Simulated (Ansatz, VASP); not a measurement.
# Re: VASP beside Ansatz

```xyz
2
Lattice="2.7498 0.0000 0.0000 -1.3749 2.3814 0.0000 0.0000 0.0000 4.4448" Properties=species:S:1:pos:R:3 pbc="T T T"
Re    0.0000    1.5876    3.3336
Re    1.3749    0.7938    1.1112
```

Alike in both runs: functional PBEsol; k mesh 18 × 18 × 10; occupations gaussian, width 0.05 eV; no spin polarisation.

Ansatz relaxed the structure, and its values are those at the end. VASP's run is a single point on that final structure, the one shown.

|  | VASP | Ansatz |
| --- | --- | --- |
| version | VASP 6.6.1 | Ansatz 0.2.0 |
| potentials or method | VASP PAW PBE potentials, release 64 (Re), cutoff 520 eV | scalar-relativistic, plane waves, PAW |
| valence electrons in the cell | 14 | 30 |

|  | VASP | Ansatz | Ansatz less VASP |
| --- | --- | --- | --- |
| pressure (GPa) | 0.0 | 0.0 | -0.01 |

VASP's potentials were made for PBE, not for PBEsol. VASP's potentials hold 14 valence electrons a cell and Ansatz's 30, so a difference there can come from the potentials and not from the codes.

Spin-orbit coupling is off throughout.
